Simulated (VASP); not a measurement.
# C (P6_3/mmc) in VASP: notebook, part 2 of 2

VASP 6.6.1. The steps go on from the part before.

## (4) Single point, PBE

INCAR reads:

```
SYSTEM = C
ALGO = Normal
EDIFF = 1E-6
ENCUT = 520
GGA = PE
ISIF = 2
ISMEAR = -1
LASPH = .True.
LCHARG = .False.
LREAL = .False.
LWAVE = .False.
NBANDS = 16
NELM = 80
PREC = Accurate
SIGMA = 0.05
```

KPOINTS reads:

```
k-points
0
Gamma
  15 15 4
  0 0 0
```

POSCAR reads:

```
C
1.0
    2.4665665061      0.0000000000      0.0000000000
   -1.2332832531      2.1361092544      0.0000000000
    0.0000000000      0.0000000000      8.5267424969
C
4
Direct
    1.0000000000      1.0000000000      0.2500000000
    0.0000000000      0.0000000000      0.7500000000
    0.3333333333      0.6666666667      0.2500000000
    0.6666666667      0.3333333333      0.7500000000
```

Potentials or basis: VASP PAW PBE potentials, release 64 (C).

On the command line:

```console
> cat potpaw_PBE.64/C/POTCAR > POTCAR
> mpirun -np 1 vasp_std > vasp.out
```

OUTCAR:

```text
SYSTEM = C
   EDIFF = 1E-6
   ENCUT = 520
   GGA = PE
   ISIF = 2
   ISMEAR = -1
   LASPH = .True.
   LREAL = .False.
   NELM = 80
   PREC = Accurate

 ion  position               nearest neighbor table
   1  0.000  0.000  0.250-   3 1.42   3 1.42   3 1.42
   2  0.000  0.000  0.750-   4 1.42   4 1.42   4 1.42
   3  0.333  0.667  0.250-   1 1.42   1 1.42   1 1.42
   4  0.667  0.333  0.750-   2 1.42   2 1.42   2 1.42

  LATTYP: Found a hexagonal cell.
 ALAT       =     2.4665665061
 C/A-ratio  =     3.4569278695

  Lattice vectors:

 A1 = (   2.4665665061,   0.0000000000,   0.0000000000)
 A2 = (  -1.2332832531,   2.1361092544,   0.0000000000)
 A3 = (   0.0000000000,   0.0000000000,   8.5267424969)

Analysis of symmetry for initial positions (statically):
=====================================================================
 Subroutine PRICEL returns:
 Original cell was already a primitive cell.

 Routine SETGRP: Setting up the symmetry group for a
 hexagonal supercell.

 Subroutine GETGRP returns: Found 24 space group operations
 (whereof 12 operations were pure point group operations)
 out of a pool of 24 trial point group operations.

The static configuration has the point symmetry D_3d.
 The point group associated with its full space group is D_6h.

Analysis of symmetry for dynamics (positions and initial velocities):
=====================================================================
 Subroutine PRICEL returns:
 Original cell was already a primitive cell.

 Routine SETGRP: Setting up the symmetry group for a
 hexagonal supercell.

 Subroutine GETGRP returns: Found 24 space group operations
 (whereof 12 operations were pure point group operations)
 out of a pool of 24 trial point group operations.

The dynamic configuration has the point symmetry D_3d.
 The point group associated with its full space group is D_6h.

 Subroutine INISYM returns: Found 24 space group operations
 (whereof 12 operations are pure point group operations),
 and found     1 'primitive' translations

----------------------------------------------------------------------------------------

                                     Primitive cell

  volume of cell :      44.9262

  direct lattice vectors                    reciprocal lattice vectors
     2.466566506  0.000000000  0.000000000     0.405421868  0.234070425  0.000000000
    -1.233283253  2.136109254  0.000000000     0.000000000  0.468140849  0.000000000
     0.000000000  0.000000000  8.526742497     0.000000000  0.000000000  0.117278081

  length of vectors
     2.466566506  2.466566506  8.526742497     0.468140849  0.468140849  0.117278081

  position of ions in fractional coordinates (direct lattice)
     0.000000000  0.000000000  0.250000000
     0.000000000  0.000000000  0.750000000
     0.333333333  0.666666667  0.250000000
     0.666666667  0.333333333  0.750000000

  ion indices of the primitive-cell ions
   primitive index   ion index
                 1           1
                 2           2
                 3           3
                 4           4

----------------------------------------------------------------------------------------

 KPOINTS: k-points

Automatic generation of k-mesh.
 Grid dimensions read from file:
 generate k-points for:   15   15    4

 Generating k-lattice:

  Cartesian coordinates                     Fractional coordinates (reciprocal lattice)
     0.027028125  0.015604695  0.000000000     0.066666667  0.000000000  0.000000000
     0.000000000  0.031209390  0.000000000     0.000000000  0.066666667  0.000000000
     0.000000000  0.000000000  0.029319520     0.000000000  0.000000000  0.250000000

  Length of vectors
     0.031209390  0.031209390  0.029319520

  Shift w.r.t. Gamma in fractional coordinates (k-lattice)
     0.000000000  0.000000000  0.000000000

 Subroutine IBZKPT returns following result:
 ===========================================

 Found     81 irreducible k-points:

 Following reciprocal coordinates:
            Coordinates               Weight
  0.000000  0.000000  0.000000      1.000000
  0.066667  0.000000  0.000000      6.000000
  0.133333  0.000000  0.000000      6.000000
  0.200000  0.000000  0.000000      6.000000
  0.266667  0.000000  0.000000      6.000000
  0.333333  0.000000  0.000000      6.000000
[... 16 lines left out ...]
  0.333333  0.200000  0.000000     12.000000
  0.400000  0.200000  0.000000      6.000000
 [... further k-points ...]
   k-points           NKPTS =     81   k-points in BZ     NKDIM =     81   number of bands    NBANDS=     16
   number of dos      NEDOS =    301   number of ions     NIONS =      4
   total plane-waves  NPLWV =  20736
   dimension x,y,z NGX =    18 NGY =   18 NGZ =   64
   dimension x,y,z NGXF=    36 NGYF=   36 NGZF=  128
   ions per type =               4
   NGX,Y,Z   is equivalent  to a cutoff of  12.13, 12.13, 12.48 a.u.
   NGXF,Y,Z  is equivalent  to a cutoff of  24.26, 24.26, 24.96 a.u.
 SYSTEM =  C
   PREC   = accura    normal or accurate (medium, high low for compatibility)
   ISTART =      0    job   : 0-new  1-cont  2-samecut
   ICHARG =      2    charge: 1-file 2-atom 10-const
   ISPIN  =      1    spin polarized calculation?
   LNONCOLLINEAR =      F non collinear calculations
   LSORBIT =      F    spin-orbit coupling
   LASPH  =      T    aspherical Exc in radial PAW
   ENCUT  =  520.0 eV  38.22 Ry    6.18 a.u.   4.59  4.59 15.85*2*pi/ulx,y,z
   NELM   =     80;   NELMIN=  2; NELMDL= -5     # of ELM steps
   EDIFF  = 0.1E-05   stopping-criterion for ELM
   LREAL  =      F    real-space projection
   EDIFFG = 0.1E-04   stopping-criterion for IOM
   NSW    =      0    number of steps for IOM
   IBRION =     -1    ionic relax: 0-MD 1-quasi-New 2-CG
   NFREE  =      0    steps in history (QN), initial steepest desc. (CG)
   ISIF   =      2    stress and relaxation
   ISYM   =      2    0-nonsym 1-usesym 2-fastsym
   POTIM  = 0.5000    time-step for ionic-motion
   TEBEG  =    0.0;   TEEND  =   0.0 temperature during run
   PSTRESS=    0.0 pullay stress
   NELECT =      16.0000    total number of electrons
   NUPDOWN=      -1.0000    fix difference up-down
   EMIN   =  10.00;   EMAX   =-10.00  energy-range for DOS
   EFERMI =   0.00;   METHOD = LEGACY
   ISMEAR =    -1;   SIGMA  =   0.05  broadening in eV -4-tet -1-fermi 0-gaus
   EFERMI_NEDOS =   21; number of points for ismear=-14 and -15
   IALGO  =     38    algorithm
   IMIX   =      4    mixing-type and parameters
     AMIX     =   0.40;   BMIX     =  1.00
     AMIX_MAG =   1.60;   BMIX_MAG =  1.00
  volume/ion in A,a.u.               =      11.23        75.79
  Fermi-wavevector in a.u.,A,eV,Ry     =   1.160419  2.192875 18.321243  1.346573
  Thomas-Fermi vector in A             =   2.297002
   LORBIT       =      0    0 simple, 1 ext, 2 COOP (PROOUT), +10 PAW based schemes
   GGA     = PE    functional components
   LHFCALC =     F    Hartree Fock is set to
   AEXX    =    0.0000 exact exchange contribution
   IVDW    =     0    specifies the selected vdW correction
   LEPSILON=     F    determine dielectric tensor
   LRPA    =     F    only Hartree local field effects (RPA)
 non-spin polarized calculation
  energy-cutoff  :      520.00
  volume of cell :       44.93
 maximum number of plane-waves:      1232
   NGX =  9   NGY =  9   NGZ = 31

 number of electron      15.9999993 magnetization

 Free energy of the ion-electron system (eV)
  ---------------------------------------------------
  ext. energy  EPLUGINS =         0.00000000
  ---------------------------------------------------
  free energy    TOTEN  =       -36.90245677 eV

  energy without entropy =      -36.90045742  energy(sigma->0) =      -36.90145710

 E-fermi :   2.7921     XC(G=0):  -8.7221

 val. band max:        2.7920323532   @ k =   0.3333   0.3333   0.2500
 cond. band min:       2.7926607598   @ k =   0.3333   0.3333   0.5000
 fundamental gap:      0.0006284066
 Fermi energy:         2.7921167541

 k-point     1 :       0.0000    0.0000    0.0000
  band No.  band energies     occupation
      1     -16.7400      2.00000
      2     -16.7041      2.00000
      3      -5.0541      2.00000
      4      -4.5716      2.00000
      5      -0.2520      2.00000
      6      -0.2520      2.00000
[... 8 lines left out ...]
     15      13.2207      0.00000
     16      14.1982      0.00000
[... 419 lines left out ...]
 k-point    24 :       0.4000    0.2000    0.0000
  band No.  band energies     occupation
      1     -10.8826      2.00000
      2     -10.8719      2.00000
      3      -9.8894      2.00000
      4      -9.8819      2.00000
      5      -6.0527      2.00000
      6      -6.0432      2.00000
[... 8 lines left out ...]
     15      14.3026      0.00000
     16      14.5586      0.00000

 [... further k-points ...]
[... 5 lines left out ...]
  --------------------------------------------------------------------------------------
  -------------------------------------------------------------------------------------
  Total        0.1553281      0.1553281     -0.0090219     -0.0000000     -0.0000000      0.0000000
  in kB        5.5393791      5.5393791     -0.3217424     -0.0000000     -0.0000000      0.0000000
  external PRESSURE =       3.5856719 kB  Pullay stress =       0.0000000 kB

 VOLUME and BASIS-vectors are now :
 -----------------------------------------------------------------------------
  energy-cutoff  :      520.00
  volume of cell :       44.93
      direct lattice vectors                 reciprocal lattice vectors
     2.466566506  0.000000000  0.000000000     0.405421868  0.234070425  0.000000000
    -1.233283253  2.136109254  0.000000000     0.000000000  0.468140849  0.000000000
     0.000000000  0.000000000  8.526742497     0.000000000  0.000000000  0.117278081

 POSITION                                       TOTAL-FORCE (eV/Angst)
 -----------------------------------------------------------------------------------
      0.00000      0.00000      2.13169        -0.000000     -0.000000     -0.000000
      0.00000      0.00000      6.39506         0.000000      0.000000     -0.000000
     -0.00000      1.42407      2.13169         0.000000     -0.000000     -0.000000
      1.23328      0.71204      6.39506        -0.000000      0.000000      0.000000
 -----------------------------------------------------------------------------------
    total drift:                                0.000000     -0.000000      0.000000

  FREE ENERGIE OF THE ION-ELECTRON SYSTEM (eV)
  ---------------------------------------------------
  free  energy   TOTEN  =       -36.9024567742 eV

  energy  without entropy=      -36.9004574211  energy(sigma->0) =      -36.90145710
```

OSZICAR:

```text
N       E                     dE             d eps       ncg     rms          rms(c)
DAV:   1     0.460242676300E+02    0.46024E+02   -0.76412E+03  2600   0.895E+02
DAV:   2    -0.356939422838E+02   -0.81718E+02   -0.73533E+02  3584   0.192E+02
DAV:   3    -0.393547651393E+02   -0.36608E+01   -0.36326E+01  3480   0.393E+01
DAV:   4    -0.393949164799E+02   -0.40151E-01   -0.40131E-01  3272   0.494E+00
DAV:   5    -0.393956658642E+02   -0.74938E-03   -0.74928E-03  3464   0.645E-01    0.892E+00
DAV:   6    -0.375358495369E+02    0.18598E+01   -0.13616E+00  3016   0.690E+00    0.523E+00
DAV:   7    -0.368897340295E+02    0.64612E+00   -0.17348E+00  3208   0.785E+00    0.143E+00
DAV:   8    -0.369026243081E+02   -0.12890E-01   -0.65377E-02  3080   0.148E+00    0.199E-01
DAV:   9    -0.369021237244E+02    0.50058E-03   -0.11613E-03  3520   0.230E-01    0.110E-01
DAV:  10    -0.369024505670E+02   -0.32684E-03   -0.99752E-04  2904   0.192E-01    0.581E-02
DAV:  11    -0.369024541115E+02   -0.35445E-05   -0.18669E-05  3464   0.286E-02    0.108E-02
DAV:  12    -0.369024566013E+02   -0.24898E-05   -0.23574E-06  2976   0.136E-02    0.477E-03
DAV:  13    -0.369024567742E+02   -0.17283E-06   -0.39290E-07  2680   0.417E-03
   1 F= -.36902457E+02 E0= -.36901457E+02  d E =-.199935E-02
```

It took 53 s on 1 thread of Intel Xeon 8259CL, shared host; peak memory 0.17 GiB.

What came out:

| Item | Value |
| --- | --- |
| Free energy | -36.9025 eV |
| Pressure | 0.4 GPa |
| Band gap on the k mesh | zero (filled and empty bands touch) |

Stress tensor (GPa, compression positive):
```
 0.55  0.00  0.00
 0.00  0.55  0.00
 0.00  0.00 -0.03
```

Levels at points of the mesh, in eV from the Fermi level:
```csv
k point,band 5,band 6,band 7,band 8,band 9,band 10,band 11,band 12
"(0.00, 0.00, 0.00)",-3.04,-3.04,-3.04,-3.04,3.09,6.39,8.30,8.30
"(0.00, 0.00, 0.50)",-3.04,-3.04,-3.04,-3.04,4.35,4.35,8.30,8.30
```

Caveat: this functional lacks dispersion, which binds the layers, so the pressure and a relaxed spacing across them are unreliable.

## (5) Single point, PBE

INCAR reads:

```
  PREC = Accurate
  ENCUT = 520
  EDIFF = 1E-6
  ISMEAR = 0
  SIGMA = 0.01
  LREAL = F
  LASPH = T
  NELM = 100
  ALGO = Normal
  ISIF = 2
  LWAVE = F
  LCHARG = F
  GGA = PE
  NBANDS = 16
```

KPOINTS reads:

```
Automatic mesh
0
Gamma
  15 15 4
```

POSCAR is that of step 4.

Potentials or basis: VASP PAW PBE potentials, release 64 (C).

On the command line:

```console
> cat potpaw_PBE.64/C/POTCAR > POTCAR
> mpirun -np 1 vasp_std > vasp.out
```

OUTCAR:

```text
PREC = Accurate
   ENCUT = 520
   EDIFF = 1E-6
   ISMEAR = 0
   LREAL = F
   LASPH = T
   NELM = 100
   ISIF = 2
   GGA = PE

 ion  position               nearest neighbor table
   1  0.000  0.000  0.250-   3 1.42   3 1.42   3 1.42
   2  0.000  0.000  0.750-   4 1.42   4 1.42   4 1.42
   3  0.333  0.667  0.250-   1 1.42   1 1.42   1 1.42
   4  0.667  0.333  0.750-   2 1.42   2 1.42   2 1.42

  LATTYP: Found a hexagonal cell.
 ALAT       =     2.4665665061
 C/A-ratio  =     3.4569278695
[... 638 lines left out ...]
      6      -6.0435      2.00000
[... 8 lines left out ...]
     15      14.3026      0.00000
     16      14.5585      0.00000

 [... further k-points ...]
[... 5 lines left out ...]
  --------------------------------------------------------------------------------------
  -------------------------------------------------------------------------------------
  Total        0.1553783      0.1553783     -0.0104477     -0.0000000     -0.0000000     -0.0000000
  in kB        5.5411696      5.5411696     -0.3725915     -0.0000000     -0.0000000     -0.0000000
  external PRESSURE =       3.5699159 kB  Pullay stress =       0.0000000 kB

 VOLUME and BASIS-vectors are now :
 -----------------------------------------------------------------------------
  energy-cutoff  :      520.00
  volume of cell :       44.93
      direct lattice vectors                 reciprocal lattice vectors
     2.466566506  0.000000000  0.000000000     0.405421868  0.234070425  0.000000000
    -1.233283253  2.136109254  0.000000000     0.000000000  0.468140849  0.000000000
     0.000000000  0.000000000  8.526742497     0.000000000  0.000000000  0.117278081

 POSITION                                       TOTAL-FORCE (eV/Angst)
 -----------------------------------------------------------------------------------
      0.00000      0.00000      2.13169        -0.000000      0.000000     -0.000000
      0.00000      0.00000      6.39506         0.000000     -0.000000     -0.000000
     -0.00000      1.42407      2.13169         0.000000     -0.000000      0.000000
      1.23328      0.71204      6.39506        -0.000000      0.000000      0.000000
 -----------------------------------------------------------------------------------
    total drift:                                0.000000     -0.000000      0.000000

  FREE ENERGIE OF THE ION-ELECTRON SYSTEM (eV)
  ---------------------------------------------------
  free  energy   TOTEN  =       -36.9008834664 eV

  energy  without entropy=      -36.9007583505  energy(sigma->0) =      -36.90082091
```

OSZICAR:

```text
N       E                     dE             d eps       ncg     rms          rms(c)
DAV:   1     0.460273680233E+02    0.46027E+02   -0.76412E+03  2600   0.895E+02
DAV:   2    -0.356932377869E+02   -0.81721E+02   -0.73534E+02  3584   0.192E+02
DAV:   3    -0.393530234347E+02   -0.36598E+01   -0.36321E+01  3480   0.393E+01
DAV:   4    -0.393931773693E+02   -0.40154E-01   -0.40132E-01  3272   0.494E+00
DAV:   5    -0.393939269796E+02   -0.74961E-03   -0.74951E-03  3464   0.645E-01    0.892E+00
DAV:   6    -0.375342379734E+02    0.18597E+01   -0.13616E+00  3016   0.690E+00    0.523E+00
DAV:   7    -0.368881617525E+02    0.64608E+00   -0.17348E+00  3208   0.785E+00    0.143E+00
DAV:   8    -0.369010499694E+02   -0.12888E-01   -0.65369E-02  3080   0.148E+00    0.199E-01
DAV:   9    -0.369005496899E+02    0.50028E-03   -0.11609E-03  3520   0.230E-01    0.109E-01
DAV:  10    -0.369008788977E+02   -0.32921E-03   -0.10143E-03  2904   0.194E-01    0.595E-02
DAV:  11    -0.369008808239E+02   -0.19263E-05   -0.18661E-05  3456   0.286E-02    0.140E-02
DAV:  12    -0.369008827064E+02   -0.18824E-05   -0.13466E-06  2800   0.103E-02    0.269E-03
DAV:  13    -0.369008834664E+02   -0.76004E-06   -0.81464E-07  2808   0.713E-03
   1 F= -.36900883E+02 E0= -.36900821E+02  d E =-.125116E-03
```

It took 59 s on 1 thread of Intel Xeon 8259CL, shared host; peak memory 0.17 GiB.

Results:

* Free energy: -36.9009 eV
* Pressure: 0.4 GPa
* Band gap on the k mesh: zero (filled and empty bands touch)

Levels at points of the mesh, in eV from the Fermi level:
```tsv
k point	band 5	band 6	band 7	band 8	band 9	band 10	band 11	band 12
(0.00, 0.00, 0.00)	-3.04	-3.04	-3.04	-3.04	3.09	6.39	8.30	8.30
(0.00, 0.00, 0.50)	-3.04	-3.04	-3.04	-3.04	4.35	4.35	8.30	8.30
```

Caveat: this functional lacks dispersion, which binds the layers, so the pressure and a relaxed spacing across them are unreliable.

## (6) Overview

```tsv
k mesh	smearing	gap on the mesh (eV)	pressure (GPa)
14 × 14 × 4	fermi-dirac 0.05 eV	-	0.3
15 × 15 × 4	fermi-dirac 0.05 eV	none	0.4
15 × 15 × 4	gaussian 0.01 eV	none	0.4
```

Alike in all rows: task single point; level PBE; potentials or basis VASP PAW PBE potentials, release 64 (C); no spin polarisation; cell as given; cutoff (eV) 520.

Caveats: this functional lacks dispersion, which binds the layers, so the pressure and a relaxed spacing across them are unreliable.

Absolute energies hang on the potentials; compare differences alone.
